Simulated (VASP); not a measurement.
# Ti (I4/mmm) in VASP: a series of runs, part 2 of 2

VASP 6.6.1.

### 5 Single point, PBE (strain +0.000 along x and y, -0.080 along z)

Contents of INCAR:

```
SYSTEM = Ti
PREC = Accurate
ENCUT = 500
EDIFF = 1E-6
ISMEAR = 0
SIGMA = 0.15
LREAL = .False.
LASPH = .True.
NELM = 120
ALGO = Normal
ISIF = 2
LWAVE = .False.
LCHARG = .True.
GGA = PE
LELF = .True.
LVHAR = .True.
NBANDS = 12
GGA_COMPAT = .False.
```

Contents of KPOINTS:

```
regular mesh
0
Gamma
  14 14 14
  0 0 0
```

Contents of POSCAR:

```
Ti
1.0
   -1.6410000000      1.6410000000      1.5097200000
    1.6410000000     -1.6410000000      1.5097200000
    1.6410000000      1.6410000000     -1.5097200000
Ti
1
Direct
    0.0000000000      0.0000000000      0.0000000000
```

Potentials or basis: VASP PAW PBE potentials, release 64 (Ti_sv).

Command:

```
cat potpaw_PBE.64/Ti_sv/POTCAR > POTCAR
mpirun -np 1 vasp_std > vasp.out
```

OUTCAR:

```text
SYSTEM = Ti
   PREC = Accurate
   ENCUT = 500
   EDIFF = 1E-6
   ISMEAR = 0
   LREAL = .False.
   LASPH = .True.
   NELM = 120
   ISIF = 2
   GGA = PE

 ion  position               nearest neighbor table
   1  0.000  0.000  0.000-

  LATTYP: Found a body centered tetragonal cell.
 ALAT       =     3.2820000000
 C/A-ratio  =     0.9200000000

  Lattice vectors:

 A1 = (  -1.6410000000,   1.6410000000,   1.5097200000)
 A2 = (   1.6410000000,  -1.6410000000,   1.5097200000)
 A3 = (   1.6410000000,   1.6410000000,  -1.5097200000)

Analysis of symmetry for initial positions (statically):
=====================================================================
 Subroutine PRICEL returns:
 Original cell was already a primitive cell.

 Routine SETGRP: Setting up the symmetry group for a
 body centered tetragonal supercell.

 Subroutine GETGRP returns: Found 16 space group operations
 (whereof 16 operations were pure point group operations)
 out of a pool of 16 trial point group operations.

The static configuration has the point symmetry D_4h.

Analysis of symmetry for dynamics (positions and initial velocities):
=====================================================================
 Subroutine PRICEL returns:
 Original cell was already a primitive cell.

 Routine SETGRP: Setting up the symmetry group for a
 body centered tetragonal supercell.

 Subroutine GETGRP returns: Found 16 space group operations
 (whereof 16 operations were pure point group operations)
 out of a pool of 16 trial point group operations.

The dynamic configuration has the point symmetry D_4h.

 Subroutine INISYM returns: Found 16 space group operations
 (whereof 16 operations are pure point group operations),
 and found     1 'primitive' translations

----------------------------------------------------------------------------------------

                                     Primitive cell
[... 109 lines left out ...]
     AMIX_MAG =   1.60;   BMIX_MAG =  1.00
  volume/ion in A,a.u.               =      16.26       109.74
  Fermi-wavevector in a.u.,A,eV,Ry     =   1.479372  2.795608 29.776915  2.188541
  Thomas-Fermi vector in A             =   2.593538
   LORBIT       =      0    0 simple, 1 ext, 2 COOP (PROOUT), +10 PAW based schemes
   GGA     = PE    functional components
   LHFCALC =     F    Hartree Fock is set to
   AEXX    =    0.0000 exact exchange contribution
   IVDW    =     0    specifies the selected vdW correction
   LEPSILON=     F    determine dielectric tensor
   LRPA    =     F    only Hartree local field effects (RPA)
 non-spin polarized calculation
 Gauss-broadening in eV      SIGMA  =   0.15
  energy-cutoff  :      500.00
  volume of cell :       16.26
 maximum number of plane-waves:       430
   NGX = 11   NGY = 11   NGZ = 11

 number of electron      11.9999994 magnetization

 Free energy of the ion-electron system (eV)
  ---------------------------------------------------
  ext. energy  EPLUGINS =         0.00000000
  ---------------------------------------------------
  free energy    TOTEN  =        -7.72392176 eV

  energy without entropy =       -7.70008865  energy(sigma->0) =       -7.71200521

 E-fermi :   8.8165     XC(G=0): -11.8064

 val. band max:        8.8143765529   @ k =  -0.1429   0.4286   0.1429
 cond. band min:       8.8182277980   @ k =  -0.0714   0.2857   0.0714
 fundamental gap:      0.0038512451
 Fermi energy:         8.8164648122

 k-point     1 :       0.0000    0.0000    0.0000
  band No.  band energies     occupation
      1     -47.6264      2.00000
      2     -23.3974      2.00000
      3     -23.3974      2.00000
      4     -23.3947      2.00000
      5       2.6989      2.00000
      6       9.4101      0.00000
      7      10.0949      0.00000
      8      10.0949      0.00000
      9      11.2768      0.00000
     10      12.0822      0.00000
     11      26.1745      0.00000
     12      26.1745      0.00000
[... 331 lines left out ...]
 k-point    24 :       0.2857    0.1429    0.0000
  band No.  band energies     occupation
      1     -47.4698      2.00000
      2     -24.0777      2.00000
      3     -23.6410      2.00000
      4     -23.4823      2.00000
      5       6.3285      2.00000
      6       8.3512      1.99999
      7       8.9539      0.19503
      8      11.4545      0.00000
      9      12.5293      0.00000
     10      13.0839      0.00000
     11      20.6774      0.00000
     12      22.6095      0.00000

 [... further k-points ...]
[... 5 lines left out ...]
  --------------------------------------------------------------------------------------
  -------------------------------------------------------------------------------------
  Total        0.7609991      0.7609991      0.5269366      0.0000000      0.0000000      0.0000000
  in kB       74.9758079     74.9758079     51.9152998      0.0000000      0.0000000      0.0000000
  external PRESSURE =      67.2889719 kB  Pullay stress =       0.0000000 kB

 VOLUME and BASIS-vectors are now :
 -----------------------------------------------------------------------------
  energy-cutoff  :      500.00
  volume of cell :       16.26
      direct lattice vectors                 reciprocal lattice vectors
    -1.641000000  1.641000000  1.509720000     0.000000000  0.304692261  0.331187240
     1.641000000 -1.641000000  1.509720000     0.304692261  0.000000000  0.331187240
     1.641000000  1.641000000 -1.509720000     0.304692261  0.304692261  0.000000000

 POSITION                                       TOTAL-FORCE (eV/Angst)
 -----------------------------------------------------------------------------------
      0.00000      0.00000      0.00000         0.000000      0.000000      0.000000
 -----------------------------------------------------------------------------------
    total drift:                                0.000000      0.000000      0.000000

  FREE ENERGIE OF THE ION-ELECTRON SYSTEM (eV)
  ---------------------------------------------------
  free  energy   TOTEN  =        -7.7239217601 eV

  energy  without entropy=       -7.7000886501  energy(sigma->0) =       -7.71200521
```

OSZICAR:

```text
N       E                     dE             d eps       ncg     rms          rms(c)
DAV:   1     0.860459030624E+02    0.86046E+02   -0.64489E+03  5860   0.120E+03
DAV:   2    -0.443518110601E+01   -0.90481E+02   -0.87909E+02  5980   0.297E+02
DAV:   3    -0.853838816562E+01   -0.41032E+01   -0.40586E+01  7940   0.645E+01
DAV:   4    -0.863041307912E+01   -0.92025E-01   -0.91910E-01  6636   0.855E+00
DAV:   5    -0.863279591634E+01   -0.23828E-02   -0.23828E-02  6844   0.121E+00    0.882E+00
DAV:   6    -0.771646908622E+01    0.91633E+00   -0.20256E+00  6380   0.209E+01    0.238E+00
DAV:   7    -0.771111354674E+01    0.53555E-02   -0.85869E-02  6992   0.344E+00    0.133E+00
DAV:   8    -0.772344617711E+01   -0.12333E-01   -0.38823E-02  6112   0.233E+00    0.137E-01
DAV:   9    -0.772390530131E+01   -0.45912E-03   -0.41109E-03  7184   0.640E-01    0.955E-02
DAV:  10    -0.772395646393E+01   -0.51163E-04   -0.22929E-04  6220   0.178E-01    0.280E-02
DAV:  11    -0.772392150918E+01    0.34955E-04   -0.26070E-05  6704   0.670E-02    0.691E-03
DAV:  12    -0.772392176006E+01   -0.25089E-06   -0.87520E-07  4640   0.123E-02
   1 F= -.77239218E+01 E0= -.77120052E+01  d E =-.238331E-01
```

stdout:

```text
POSCAR found type information on POSCAR Ti
 POSCAR found :  1 types and       1 ions
 scaLAPACK will be used
 LDA part: xc-table for (Slater+PW92), standard interpolation
 POSCAR, INCAR and KPOINTS ok, starting setup
 FFT: planning ... GRIDC
 FFT: planning ... GRID_SOFT
 FFT: planning ... GRID
 WAVECAR not read
 entering main loop
```

It took 16 s on 1 thread of Intel Xeon 6975P-C (Granite Rapids), shared host; peak memory 0.15 GiB.

Results:

```
Free energy            : -7.7239 eV
Pressure               : 6.7 GPa
Band gap on the k mesh : zero (bands 6 and 7 overlap by 1.50 eV)
```

Stress tensor (GPa, compression positive):
```
7.50 0.00 0.00
0.00 7.50 0.00
0.00 0.00 5.19
```

Caveat: the cell differs from its parent crystal (strain +0.000 along x and y, -0.080 along z); the cell stands under pressure.

### 6 Single point, PBE (strain -0.040 along x and y, +0.040 along z)

Contents of INCAR:

```
ALGO = Normal ; EDIFF = 1E-6
ENCUT = 500 ; GGA = PE
GGA_COMPAT = False ; ISIF = 2
ISMEAR = 0 ; LASPH = True
LCHARG = False ; LREAL = False
LWAVE = False ; NBANDS = 12
NELM = 120 ; PREC = Accurate
SIGMA = 0.15
```

Contents of KPOINTS:

```
k-points
0
Gamma
  14 14 14
```

Contents of POSCAR:

```
Ti
1.0
   -1.5753600000      1.5753600000      1.7066400000
    1.5753600000     -1.5753600000      1.7066400000
    1.5753600000      1.5753600000     -1.7066400000
Ti
1
Direct
    0.0000000000      0.0000000000      0.0000000000
```

Potentials or basis: VASP PAW PBE potentials, release 64 (Ti_sv).

Command:

```
cat potpaw_PBE.64/Ti_sv/POTCAR > POTCAR
mpirun -np 1 vasp_std > vasp.out
```

OUTCAR:

```text
EDIFF = 1E-6
   ENCUT = 500
   GGA = PE
   ISIF = 2
   ISMEAR = 0
   LASPH = True
   LREAL = False
   NELM = 120
   PREC = Accurate

 ion  position               nearest neighbor table
   1  0.000  0.000  0.000-

  LATTYP: Found a body centered tetragonal cell.
 ALAT       =     3.1507200000
 C/A-ratio  =     1.0833333333

  Lattice vectors:

 A1 = (  -1.5753600000,   1.5753600000,   1.7066400000)
 A2 = (   1.5753600000,  -1.5753600000,   1.7066400000)
 A3 = (   1.5753600000,   1.5753600000,  -1.7066400000)

Analysis of symmetry for initial positions (statically):
=====================================================================
 Subroutine PRICEL returns:
 Original cell was already a primitive cell.

 Routine SETGRP: Setting up the symmetry group for a
 body centered tetragonal supercell.

 Subroutine GETGRP returns: Found 16 space group operations
 (whereof 16 operations were pure point group operations)
 out of a pool of 16 trial point group operations.

The static configuration has the point symmetry D_4h.

Analysis of symmetry for dynamics (positions and initial velocities):
=====================================================================
 Subroutine PRICEL returns:
 Original cell was already a primitive cell.

 Routine SETGRP: Setting up the symmetry group for a
 body centered tetragonal supercell.

 Subroutine GETGRP returns: Found 16 space group operations
 (whereof 16 operations were pure point group operations)
 out of a pool of 16 trial point group operations.

The dynamic configuration has the point symmetry D_4h.

 Subroutine INISYM returns: Found 16 space group operations
 (whereof 16 operations are pure point group operations),
 and found     1 'primitive' translations

----------------------------------------------------------------------------------------

                                     Primitive cell

  volume of cell :      16.9419
[... 108 lines left out ...]
  volume/ion in A,a.u.               =      16.94       114.33
  Fermi-wavevector in a.u.,A,eV,Ry     =   1.459312  2.757699 28.974840  2.129591
  Thomas-Fermi vector in A             =   2.575894
   LORBIT       =      0    0 simple, 1 ext, 2 COOP (PROOUT), +10 PAW based schemes
   GGA     = PE    functional components
   LHFCALC =     F    Hartree Fock is set to
   AEXX    =    0.0000 exact exchange contribution
   IVDW    =     0    specifies the selected vdW correction
   LEPSILON=     F    determine dielectric tensor
   LRPA    =     F    only Hartree local field effects (RPA)
 non-spin polarized calculation
 Gauss-broadening in eV      SIGMA  =   0.15
  energy-cutoff  :      500.00
  volume of cell :       16.94
 maximum number of plane-waves:       444
   NGX = 11   NGY = 11   NGZ = 11

 number of electron      11.9999996 magnetization

 Free energy of the ion-electron system (eV)
  ---------------------------------------------------
  ext. energy  EPLUGINS =         0.00000000
  ---------------------------------------------------
  free energy    TOTEN  =        -7.74013306 eV

  energy without entropy =       -7.71471840  energy(sigma->0) =       -7.72742573

 E-fermi :   8.3670     XC(G=0): -11.6118

 val. band max:        8.3665014810   @ k =  -0.1429   0.5000   0.0714
 cond. band min:       8.3678998644   @ k =  -0.4286   0.5000   0.1429
 fundamental gap:      0.0013983834
 Fermi energy:         8.3670431973

 k-point     1 :       0.0000    0.0000    0.0000
  band No.  band energies     occupation
      1     -48.1459      2.00000
      2     -23.9744      2.00000
      3     -23.9744      2.00000
      4     -23.9678      2.00000
      5       2.3397      2.00000
      6       9.2016      0.00000
      7       9.2016      0.00000
      8       9.7523      0.00000
      9      10.7933      0.00000
     10      11.4318      0.00000
     11      25.0809      0.00000
     12      26.4451      0.00000
[... 331 lines left out ...]
 k-point    24 :       0.2857    0.1429   -0.0000
  band No.  band energies     occupation
      1     -48.0227      2.00000
      2     -24.5480      2.00000
      3     -24.1853      2.00000
      4     -24.0068      2.00000
      5       5.7987      2.00000
      6       8.1573      1.95204
      7       8.4698      0.33257
      8      10.8056      0.00000
      9      11.2667      0.00000
     10      12.5624      0.00000
     11      19.5419      0.00000
     12      22.0235      0.00000

 [... further k-points ...]
[... 5 lines left out ...]
  --------------------------------------------------------------------------------------
  -------------------------------------------------------------------------------------
  Total        0.1412586      0.1412586      0.3197653      0.0000000      0.0000000      0.0000000
  in kB       13.3586896     13.3586896     30.2399012      0.0000000      0.0000000      0.0000000
  external PRESSURE =      18.9857601 kB  Pullay stress =       0.0000000 kB

 VOLUME and BASIS-vectors are now :
 -----------------------------------------------------------------------------
  energy-cutoff  :      500.00
  volume of cell :       16.94
      direct lattice vectors                 reciprocal lattice vectors
    -1.575360000  1.575360000  1.706640000     0.000000000  0.317387772  0.292973328
     1.575360000 -1.575360000  1.706640000     0.317387772  0.000000000  0.292973328
     1.575360000  1.575360000 -1.706640000     0.317387772  0.317387772  0.000000000

 POSITION                                       TOTAL-FORCE (eV/Angst)
 -----------------------------------------------------------------------------------
      0.00000      0.00000      0.00000         0.000000     -0.000000      0.000000
 -----------------------------------------------------------------------------------
    total drift:                                0.000000     -0.000000      0.000000

  FREE ENERGIE OF THE ION-ELECTRON SYSTEM (eV)
  ---------------------------------------------------
  free  energy   TOTEN  =        -7.7401330587 eV

  energy  without entropy=       -7.7147184006  energy(sigma->0) =       -7.72742573
```

OSZICAR:

```text
N       E                     dE             d eps       ncg     rms          rms(c)
DAV:   1     0.860151850774E+02    0.86015E+02   -0.64015E+03  5864   0.117E+03
DAV:   2    -0.441101582670E+01   -0.90426E+02   -0.88066E+02  5944   0.294E+02
DAV:   3    -0.863336136215E+01   -0.42223E+01   -0.41742E+01  8124   0.648E+01
DAV:   4    -0.873309104541E+01   -0.99730E-01   -0.99617E-01  6564   0.850E+00
DAV:   5    -0.873578007272E+01   -0.26890E-02   -0.26889E-02  6872   0.122E+00    0.847E+00
DAV:   6    -0.773280158937E+01    0.10030E+01   -0.23917E+00  6360   0.218E+01    0.218E+00
DAV:   7    -0.772911608306E+01    0.36855E-02   -0.76786E-02  6980   0.303E+00    0.128E+00
DAV:   8    -0.773964862641E+01   -0.10533E-01   -0.36440E-02  6136   0.221E+00    0.108E-01
DAV:   9    -0.774011237459E+01   -0.46375E-03   -0.30162E-03  7136   0.522E-01    0.831E-02
DAV:  10    -0.774016254672E+01   -0.50172E-04   -0.22058E-04  6220   0.169E-01    0.176E-02
DAV:  11    -0.774013276657E+01    0.29780E-04   -0.21123E-05  6952   0.680E-02    0.572E-03
DAV:  12    -0.774013305870E+01   -0.29213E-06   -0.56440E-07  4060   0.101E-02
   1 F= -.77401331E+01 E0= -.77274257E+01  d E =-.254147E-01
```

stdout:

```text
POSCAR found type information on POSCAR Ti
 POSCAR found :  1 types and       1 ions
 scaLAPACK will be used
 LDA part: xc-table for (Slater+PW92), standard interpolation
 POSCAR, INCAR and KPOINTS ok, starting setup
 FFT: planning ... GRIDC
 FFT: planning ... GRID_SOFT
 FFT: planning ... GRID
 WAVECAR not read
 entering main loop
```

It took 16 s on 1 thread of Intel Xeon 6975P-C (Granite Rapids), shared host; peak memory 0.15 GiB.

What came out:

| Item | Value |
| --- | --- |
| Free energy | -7.7401 eV |
| Pressure | 1.9 GPa |
| Band gap on the k mesh | zero (bands 6 and 7 overlap by 1.58 eV) |

Caveat: the cell differs from its parent crystal (strain -0.040 along x and y, +0.040 along z).

### 7 Overview

```tsv
cell	gap on the mesh (eV)	pressure (GPa)
a = 2.693 Å, angles 111.8, 111.8, 104.9°, 1 atom	none	19.0
a = 2.733 Å, angles 112.9, 112.9, 102.7°, 1 atom	none	13.2
a = 2.775 Å, angles 114.1, 114.1, 100.6°, 1 atom	none	8.1
a = 2.769 Å, angles 107.3, 107.3, 113.9°, 1 atom	none	6.7
a = 2.806 Å, angles 111.7, 111.7, 105.1°, 1 atom	none	1.9
```

Alike in all rows: task single point; level PBE; potentials or basis VASP PAW PBE potentials, release 64 (Ti_sv); no spin polarisation; k mesh 14 × 14 × 14; cutoff (eV) 500; smearing gaussian 0.15 eV.

Caveats: the cell stands under pressure (at least some runs).

Absolute energies hang on the potentials; compare differences alone.
